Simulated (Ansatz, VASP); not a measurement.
H2C18O in VASP and in Ansatz

```
C O H
1.0
     7.39800    0.00000    0.00000
    -3.69900    6.40686    0.00000
     0.00000    0.00000   13.00000
C O H
18 1 2
Direct
  0.99743 0.00627 0.05452
  0.22251 0.11873 0.05458
  0.99916 0.34186 0.05447
  0.22063 0.45260 0.05451
  0.99980 0.67335 0.05445
  0.22005 0.78354 0.05448
  0.33253 0.00846 0.05451
  0.55397 0.11924 0.05442
  0.33311 0.34020 0.05453
  0.55334 0.45023 0.05442
  0.33079 0.67284 0.05444
  0.55561 0.78526 0.05419
  0.66630 0.00673 0.05421
  0.88654 0.11702 0.05434
  0.66403 0.33948 0.05446
  0.88891 0.45189 0.05446
  0.66556 0.67503 0.05417
  0.88712 0.78568 0.05429
  0.78388 0.85564 0.28394
  0.87123 0.89496 0.22250
  0.85850 0.97155 0.33102
```

Alike in both runs: functional LDA; k mesh 2 × 2 × 1; occupations gaussian, width 0.05 eV; no spin polarisation.

Ansatz relaxed the structure, and its values are those at the end. VASP's run is a single point on that final structure, the one shown.

|  | VASP | Ansatz |
| --- | --- | --- |
| version | VASP 6.6.1 | Ansatz 0.2.0 |
| potentials or method | VASP PAW LDA potentials, release 64 (C, O, H), cutoff 520 eV | scalar-relativistic, plane waves, PAW |
| valence electrons in the cell | 80 | 80 |

Ansatz gave:

- rms of the force components (eV/Å): 0.008

Which values does VASP return?

rms of the force components (eV/Å): 0.042.

LDA's correlation is that of Perdew and Zunger in VASP and of Perdew and Wang (1992) in Ansatz. Ansatz's warnings: xc potential rough in thin density.

The k mesh is coarse, so the values compare programs but aren't converged.
